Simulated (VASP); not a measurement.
# Cu (P6_3/mmc) in VASP: further runs

The runs below take Cu through single point, relaxation of cell and atoms, with PBE.

All numbers are computed with VASP 6.6.1; they aren't measurements. Logs are shortened: lines on timing, memory, paths and dates and some standing lists are left out, and cuts for length are marked.

## 1. The cell of the first run

It takes space group P6_3/mmc (No. 194, hexagonal). The conventional cell has a = 2.594 Å, b = 2.594 Å, c = 4.235 Å, α = 90.00°, β = 90.00°, γ = 120.00°. Cu (site symmetry -6m2) has 12 Cu at 2.59 Å within 3.4 Å.

## 2. Single point, PBE

INCAR reads:

```
SYSTEM = Cu
ALGO = Normal
EDIFF = 1E-6
ENCUT = 520
GGA = PE
ISIF = 2
ISMEAR = -1
LASPH = .True.
LCHARG = .False.
LREAL = .False.
LWAVE = .False.
NBANDS = 18
NELM = 60
PREC = Accurate
SIGMA = 0.05
```

KPOINTS reads:

```
k-points
0
Gamma
  18 18 10
  0 0 0
```

POSCAR reads:

```
Cu
1.0
    2.5943910550      0.0000000000      0.0000000000
   -1.2971955275      2.2468085610      0.0000000000
    0.0000000000      0.0000000000      4.2346634085
Cu
2
Direct
    0.3333333333      0.6666666667      0.2500000000
    0.6666666667      0.3333333333      0.7500000000
```

Potentials or basis: VASP PAW PBE potentials, release 64 (Cu).

Run with:

```
cat potpaw_PBE.64/Cu/POTCAR > POTCAR
mpirun -np 1 vasp_std > vasp.out
```

OUTCAR:

```text
SYSTEM = Cu
   EDIFF = 1E-6
   ENCUT = 520
   GGA = PE
   ISIF = 2
   ISMEAR = -1
   LASPH = .True.
   LREAL = .False.
   NELM = 60
   PREC = Accurate

 ion  position               nearest neighbor table
   1  0.333  0.667  0.250-   2 2.59   2 2.59   2 2.59   2 2.59   2 2.59   2 2.59
   2  0.667  0.333  0.750-   1 2.59   1 2.59   1 2.59   1 2.59   1 2.59   1 2.59

  LATTYP: Found a hexagonal cell.
 ALAT       =     2.5943910550
 C/A-ratio  =     1.6322379004

  Lattice vectors:

 A1 = (   2.5943910550,   0.0000000000,   0.0000000000)
 A2 = (  -1.2971955275,   2.2468085610,   0.0000000000)
 A3 = (   0.0000000000,   0.0000000000,   4.2346634085)

Analysis of symmetry for initial positions (statically):
=====================================================================
 Subroutine PRICEL returns:
 Original cell was already a primitive cell.

 Routine SETGRP: Setting up the symmetry group for a
 hexagonal supercell.

 Subroutine GETGRP returns: Found 24 space group operations
 (whereof 12 operations were pure point group operations)
 out of a pool of 24 trial point group operations.

The static configuration has the point symmetry D_3d.
 The point group associated with its full space group is D_6h.

Analysis of symmetry for dynamics (positions and initial velocities):
=====================================================================
 Subroutine PRICEL returns:
 Original cell was already a primitive cell.

 Routine SETGRP: Setting up the symmetry group for a
 hexagonal supercell.

 Subroutine GETGRP returns: Found 24 space group operations
 (whereof 12 operations were pure point group operations)
 out of a pool of 24 trial point group operations.

The dynamic configuration has the point symmetry D_3d.
 The point group associated with its full space group is D_6h.

 Subroutine INISYM returns: Found 24 space group operations
 (whereof 12 operations are pure point group operations),
 and found     1 'primitive' translations

----------------------------------------------------------------------------------------

                                     Primitive cell

  volume of cell :      24.6843

  direct lattice vectors                    reciprocal lattice vectors
     2.594391055  0.000000000  0.000000000     0.385446904  0.222537874  0.000000000
    -1.297195528  2.246808561  0.000000000     0.000000000  0.445075748  0.000000000
     0.000000000  0.000000000  4.234663409     0.000000000  0.000000000  0.236146277

  length of vectors
     2.594391055  2.594391055  4.234663409     0.445075748  0.445075748  0.236146277

  position of ions in fractional coordinates (direct lattice)
     0.333333333  0.666666667  0.250000000
     0.666666667  0.333333333  0.750000000

  ion indices of the primitive-cell ions
   primitive index   ion index
                 1           1
                 2           2

----------------------------------------------------------------------------------------

 KPOINTS: k-points

Automatic generation of k-mesh.
 Grid dimensions read from file:
 generate k-points for:   18   18   10

 Generating k-lattice:

  Cartesian coordinates                     Fractional coordinates (reciprocal lattice)
     0.021413717  0.012363215  0.000000000     0.055555556 -0.000000000  0.000000000
     0.000000000  0.024726430  0.000000000     0.000000000  0.055555556  0.000000000
     0.000000000  0.000000000  0.023614628     0.000000000  0.000000000  0.100000000

  Length of vectors
     0.024726430  0.024726430  0.023614628

  Shift w.r.t. Gamma in fractional coordinates (k-lattice)
     0.000000000  0.000000000  0.000000000

 Subroutine IBZKPT returns following result:
 ===========================================

 Found    222 irreducible k-points:

 Following reciprocal coordinates:
            Coordinates               Weight
  0.000000  0.000000  0.000000      1.000000
  0.055556  0.000000  0.000000      6.000000
  0.111111  0.000000  0.000000      6.000000
  0.166667  0.000000  0.000000      6.000000
  0.222222 -0.000000  0.000000      6.000000
  0.277778 -0.000000  0.000000      6.000000
[... 16 lines left out ...]
  0.333333  0.111111  0.000000     12.000000
  0.388889  0.111111  0.000000     12.000000
 [... further k-points ...]
   k-points           NKPTS =    222   k-points in BZ     NKDIM =    222   number of bands    NBANDS=     18
   number of dos      NEDOS =    301   number of ions     NIONS =      2
   total plane-waves  NPLWV =  12800
   dimension x,y,z NGX =    20 NGY =   20 NGZ =   32
   dimension x,y,z NGXF=    40 NGYF=   40 NGZF=   64
   ions per type =               2
   NGX,Y,Z   is equivalent  to a cutoff of  12.82, 12.82, 12.56 a.u.
   NGXF,Y,Z  is equivalent  to a cutoff of  25.63, 25.63, 25.13 a.u.
 SYSTEM =  Cu
   PREC   = accura    normal or accurate (medium, high low for compatibility)
   ISTART =      0    job   : 0-new  1-cont  2-samecut
   ICHARG =      2    charge: 1-file 2-atom 10-const
   ISPIN  =      1    spin polarized calculation?
   LNONCOLLINEAR =      F non collinear calculations
   LSORBIT =      F    spin-orbit coupling
   LASPH  =      T    aspherical Exc in radial PAW
   ENCUT  =  520.0 eV  38.22 Ry    6.18 a.u.   4.82  4.82  7.87*2*pi/ulx,y,z
   NELM   =     60;   NELMIN=  2; NELMDL= -5     # of ELM steps
   EDIFF  = 0.1E-05   stopping-criterion for ELM
   LREAL  =      F    real-space projection
   EDIFFG = 0.1E-04   stopping-criterion for IOM
   NSW    =      0    number of steps for IOM
   IBRION =     -1    ionic relax: 0-MD 1-quasi-New 2-CG
   NFREE  =      0    steps in history (QN), initial steepest desc. (CG)
   ISIF   =      2    stress and relaxation
   ISYM   =      2    0-nonsym 1-usesym 2-fastsym
   POTIM  = 0.5000    time-step for ionic-motion
   TEBEG  =    0.0;   TEEND  =   0.0 temperature during run
   PSTRESS=    0.0 pullay stress
   NELECT =      22.0000    total number of electrons
   NUPDOWN=      -1.0000    fix difference up-down
   EMIN   =  10.00;   EMAX   =-10.00  energy-range for DOS
   EFERMI =   0.00;   METHOD = LEGACY
   ISMEAR =    -1;   SIGMA  =   0.05  broadening in eV -4-tet -1-fermi 0-gaus
   EFERMI_NEDOS =   21; number of points for ismear=-14 and -15
   IALGO  =     38    algorithm
   IMIX   =      4    mixing-type and parameters
     AMIX     =   0.40;   BMIX     =  1.00
     AMIX_MAG =   1.60;   BMIX_MAG =  1.00
  volume/ion in A,a.u.               =      12.34        83.29
  Fermi-wavevector in a.u.,A,eV,Ry     =   1.575466  2.977198 33.770910  2.482092
  Thomas-Fermi vector in A             =   2.676445
   LORBIT       =      0    0 simple, 1 ext, 2 COOP (PROOUT), +10 PAW based schemes
   GGA     = PE    functional components
[... 5 lines left out ...]
 non-spin polarized calculation
  energy-cutoff  :      520.00
  volume of cell :       24.68
 maximum number of plane-waves:       678
 NGX is ok and might be reduce to    20
   NGX =  9   NGY =  9   NGZ = 15

 number of electron      22.0000032 magnetization

 Free energy of the ion-electron system (eV)
  ---------------------------------------------------
  ext. energy  EPLUGINS =         0.00000000
  ---------------------------------------------------
  free energy    TOTEN  =        -7.43252995 eV

  energy without entropy =       -7.42503449  energy(sigma->0) =       -7.42878222

 E-fermi :   7.0050     XC(G=0): -12.4714

 val. band max:        6.9722392210   @ k =   0.2222   0.2222   0.5000
 cond. band min:       7.0115319141   @ k =   0.3333   0.1667   0.3000
 fundamental gap:      0.0392926931
 Fermi energy:         7.0050139660

 k-point     1 :       0.0000    0.0000    0.0000
  band No.  band energies     occupation
      1      -1.9689      2.00000
      2       2.2179      2.00000
      3       4.1571      2.00000
      4       4.2157      2.00000
      5       4.2157      2.00000
      6       4.4086      2.00000
[... 10 lines left out ...]
     17      29.8254      0.00000
     18      29.8256      0.00000

 k-point     2 :       0.0556    0.0000    0.0000
  band No.  band energies     occupation
      1      -1.8720      2.00000
      2       2.2737      2.00000
      3       4.0965      2.00000
      4       4.2496      2.00000
      5       4.2679      2.00000
      6       4.3916      2.00000
[... 10 lines left out ...]
     17      30.7258      0.00000
     18      30.9767      0.00000

 k-point     3 :       0.1111    0.0000    0.0000
  band No.  band energies     occupation
      1      -1.5840      2.00000
      2       2.4305      2.00000
      3       3.9941      2.00000
      4       4.3139      2.00000
      5       4.3488      2.00000
      6       4.3843      2.00000
[... 10 lines left out ...]
     17      30.5641      0.00000
     18      31.2648      0.00000

 k-point     4 :       0.1667    0.0000    0.0000
  band No.  band energies     occupation
      1      -1.1135      2.00000
      2       2.6524      2.00000
      3       3.8777      2.00000
      4       4.0523      2.00000
      5       4.2527      2.00000
      6       4.4988      2.00000
[... 10 lines left out ...]
     17      28.2411      0.00000
     18      29.6186      0.00000

 k-point     5 :       0.2222   -0.0000    0.0000
  band No.  band energies     occupation
      1      -0.4787      2.00000
      2       2.8673      2.00000
      3       3.7062      2.00000
      4       3.7836      2.00000
      5       4.1896      2.00000
      6       4.4230      2.00000
[... 10 lines left out ...]
     17      25.8948      0.00000
     18      27.5734      0.00000

 k-point     6 :       0.2778   -0.0000    0.0000
  band No.  band energies     occupation
      1       0.2846      2.00000
      2       2.9734      2.00000
      3       3.4261      2.00000
      4       3.7591      2.00000
      5       4.1798      2.00000
      6       4.3336      2.00000
[... 307 lines left out ...]
 k-point    21 :       0.2222    0.1111    0.0000
  band No.  band energies     occupation
      1       0.5374      2.00000
      2       3.0943      2.00000
      3       3.3941      2.00000
      4       3.6128      2.00000
      5       4.1960      2.00000
      6       4.2052      2.00000
[... 10 lines left out ...]
     17      24.5663      0.00000
     18      26.7295      0.00000

 k-point    22 :       0.2778    0.1111    0.0000
  band No.  band energies     occupation
      1       1.3359      2.00000
      2       3.0626      2.00000
      3       3.2142      2.00000
      4       3.6460      2.00000
      5       4.1340      2.00000
      6       4.2725      2.00000
[... 10 lines left out ...]
     17      22.3836      0.00000
     18      26.1182      0.00000

 k-point    23 :       0.3333    0.1111    0.0000
  band No.  band energies     occupation
      1       2.0392      2.00000
      2       2.9738      2.00000
      3       3.0884      2.00000
      4       3.7465      2.00000
      5       4.0995      2.00000
      6       4.3193      2.00000
[... 10 lines left out ...]
     17      20.3828      0.00000
     18      25.6768      0.00000

 k-point    24 :       0.3889    0.1111    0.0000
  band No.  band energies     occupation
      1       2.4770      2.00000
      2       2.8915      2.00000
      3       3.0143      2.00000
      4       3.8975      2.00000
      5       4.0914      2.00000
      6       4.2454      2.00000
[... 10 lines left out ...]
     17      18.7177      0.00000
     18      25.4100      0.00000

 [... further k-points ...]
[... 5 lines left out ...]
  --------------------------------------------------------------------------------------
  -------------------------------------------------------------------------------------
  Total       -0.4890553     -0.4890553     -0.4690313     -0.0000000     -0.0000000      0.0000000
  in kB      -31.7430104    -31.7430104    -30.4433174     -0.0000000     -0.0000000      0.0000000
  external PRESSURE =     -31.3097794 kB  Pullay stress =       0.0000000 kB

 VOLUME and BASIS-vectors are now :
 -----------------------------------------------------------------------------
  energy-cutoff  :      520.00
  volume of cell :       24.68
      direct lattice vectors                 reciprocal lattice vectors
     2.594391055  0.000000000  0.000000000     0.385446904  0.222537874  0.000000000
    -1.297195528  2.246808561  0.000000000     0.000000000  0.445075748  0.000000000
     0.000000000  0.000000000  4.234663409     0.000000000  0.000000000  0.236146277

 POSITION                                       TOTAL-FORCE (eV/Angst)
 -----------------------------------------------------------------------------------
     -0.00000      1.49787      1.05867         0.000000     -0.000000      0.000000
      1.29720      0.74894      3.17600        -0.000000      0.000000      0.000000
 -----------------------------------------------------------------------------------
    total drift:                               -0.000000      0.000000     -0.000000

  FREE ENERGIE OF THE ION-ELECTRON SYSTEM (eV)
  ---------------------------------------------------
  free  energy   TOTEN  =        -7.4325299515 eV

  energy  without entropy=       -7.4250344948  energy(sigma->0) =       -7.42878222
```

It took 41 s on 1 thread of Intel Xeon 6975P-C (Granite Rapids), shared host; peak memory 0.19 GiB.

Results:

```
Free energy            : -7.4325 eV
Pressure               : -3.1 GPa
Band gap on the k mesh : zero (band 11 reaches 11.00 eV, above the bottom of band 12 at 5.16 eV)
```

Levels at points of the mesh, in eV from the Fermi level:
| k point | band 9 | band 10 | band 11 | band 12 | band 13 | band 14 |
| --- | --- | --- | --- | --- | --- | --- |
| (0.00, 0.00, 0.00) | -2.34 | -1.64 | -1.64 | -0.82 | 3.59 | 21.04 |
| (0.50, 0.00, 0.00) | -1.51 | -1.46 | 0.06 | 1.51 | 7.61 | 7.91 |
| (0.00, 0.00, 0.50) | -1.85 | -1.85 | -1.85 | -1.85 | 12.14 | 12.14 |
| (0.50, 0.00, 0.50) | -1.49 | -1.49 | 0.59 | 0.59 | 4.65 | 4.65 |

## 3. Relaxation of cell and atoms, PBE

This run uses another cell than the first one, of 11.98 Å³/atom, 0.971 times its volume.

INCAR reads:

```
SYSTEM = Cu
PREC = Accurate ; ENCUT = 600
EDIFF = 1E-6 ; ISMEAR = -1
SIGMA = 0.05 ; LREAL = .FALSE.
LASPH = .TRUE. ; NELM = 60
ALGO = Normal ; ISIF = 3
LWAVE = .FALSE. ; LCHARG = .FALSE.
GGA = PE ; IBRION = 2
NSW = 45 ; EDIFFG = -0.005
```

KPOINTS reads:

```
Automatic mesh
0
G
  18 18 10
  0 0 0
```

POSCAR reads:

```
Cu
1.0
    2.5678168448      0.0000000000      0.0000000000
   -1.2839084224      2.2237946199      0.0000000000
    0.0000000000      0.0000000000      4.1954803596
Cu
2
Direct
    0.3333333333      0.6666666667      0.2500000000
    0.6666666667      0.3333333333      0.7500000000
```

Potentials or basis: VASP PAW PBE potentials, release 64 (Cu).

Run with:

```
cat potpaw_PBE.64/Cu/POTCAR > POTCAR
mpirun -np 1 vasp_std > vasp.out
```

Run time: 1.8 min. Hardware: 1 thread of Intel Xeon 6975P-C (Granite Rapids), shared host; peak memory 0.21 GiB.

Results (log left out):

| Property | Result |
| --- | --- |
| Free energy | -7.4391 eV |
| Relaxed volume | 12.03 Å³/atom |
| Relaxed cell | a = 2.571 Å, b = 2.571 Å, c = 4.201 Å, α = 90.00°, β = 90.00°, γ = 120.00° |
| Space group after relaxing (to 0.05 Å) | P6_3/mmc (No. 194) |
| Energy gained by relaxing | 0.1 meV/atom |
| Ionic steps | 4 |
| Pressure after relaxing | 0.0 GPa |
| Band gap on the k mesh | zero (band 11 reaches 11.37 eV, above the bottom of band 12 at 5.43 eV) |

The path:
| step | energy change (eV) | largest force (eV/Å) | pressure (GPa) | volume (Å³) |
| --- | --- | --- | --- | --- |
| 1 | 0.0000 | 0.0000 | 0.79 | 23.96 |
| 2 | 0.0000 | 0.0000 | -0.62 | 24.16 |
| 3 | -0.0002 | 0.0000 | 0.06 | 24.05 |
| 4 | -0.0002 | 0.0000 | 0.05 | 24.06 |

Final structure:
```
CELL_PARAMETERS angstrom
2.57147 0.00000 0.00000
-1.28574 2.22696 0.00000
0.00000 0.00000 4.20110
ATOMIC_POSITIONS crystal
Cu 0.33333 0.66667 0.25000
Cu 0.66667 0.33333 0.75000
```

Levels at points of the mesh, in eV from the Fermi level:
```tsv
k point	band 9	band 10	band 11	band 12	band 13	band 14
(0.00, 0.00, 0.00)	-2.39	-1.66	-1.66	-0.90	3.71	21.26
(0.50, 0.00, 0.00)	-1.53	-1.48	0.05	1.57	7.72	8.06
(0.00, 0.00, 0.50)	-1.88	-1.88	-1.88	-1.88	12.33	12.33
(0.50, 0.00, 0.50)	-1.51	-1.51	0.56	0.56	4.79	4.79
```

## 4. Single point, PBE

This run uses another cell than the first one, of 11.98 Å³/atom, 0.971 times its volume.

INCAR reads:

```
PREC     = Accurate       # precision mode
ENCUT    = 600            # plane-wave cutoff, eV
EDIFF    = 1E-6           # SCF threshold, eV
ISMEAR   = -1             # smearing method
SIGMA    = 0.05           # smearing width, eV
LREAL    = F              # projectors in reciprocal space
LASPH    = T              # aspherical terms in the spheres
NELM     = 120            # most SCF steps
ALGO     = Normal         # electronic algorithm
ISIF     = 2              # what is computed and relaxed
LWAVE    = F              # write WAVECAR
LCHARG   = F              # write CHGCAR
GGA      = PE             # functional
NBANDS   = 18             # bands
GGA_COMPAT= F
```

KPOINTS reads:

```
regular mesh
0
Gamma
  18 18 10
```

POSCAR is that of step 3.

Run with:

```
cat potpaw_PBE.64/Cu/POTCAR > POTCAR
mpirun -np 1 vasp_std > vasp.out
```

Run time: 3.2 min. Hardware: 1 thread of AMD EPYC 7R13, shared host; peak memory 0.2 GiB.

The run converged. Its results:

| Property | Result |
| --- | --- |
| Free energy | -7.4389 eV |
| Pressure | 0.8 GPa |
| Band gap on the k mesh | zero (band 11 reaches 11.43 eV, above the bottom of band 12 at 5.48 eV) |

Levels at points of the mesh, in eV from the Fermi level:
```
           k point  band 8  band 9  band 10  band 11  band 12  band 13  band 14  band 15
(0.00, 0.00, 0.00)   -2.40   -2.40    -1.67    -1.67    -0.92     3.73    21.29    21.58
(0.50, 0.00, 0.00)   -1.57   -1.53    -1.48     0.05     1.58     7.74     8.08    10.62
(0.00, 0.00, 0.50)   -2.91   -1.89    -1.89    -1.89    -1.89    12.37    12.37    21.98
(0.50, 0.00, 0.50)   -1.83   -1.52    -1.52     0.56     0.56     4.81     4.81    16.01
```

## 5. Summary

| task | cell | cutoff (eV) | gap on the mesh (eV) | pressure (GPa) |
| --- | --- | --- | --- | --- |
| single point | a = 2.594, b = 2.594, c = 4.235 Å, angles 90.0, 90.0, 120.0°, 2 atoms | 520 | none | -3.1 |
| relaxation of cell and atoms | relaxed from a = 2.568, b = 2.568, c = 4.195 Å, angles 90.0, 90.0, 120.0°, 2 atoms | 600 | none | 0.0 |
| single point | a = 2.568, b = 2.568, c = 4.195 Å, angles 90.0, 90.0, 120.0°, 2 atoms | 600 | none | 0.8 |

Alike in all rows: level PBE; potentials or basis VASP PAW PBE potentials, release 64 (Cu); no spin polarisation; k mesh 18 × 18 × 10; smearing fermi-dirac 0.05 eV.

Total energies depend on the potentials used, so only differences within one code and one set of settings carry meaning.
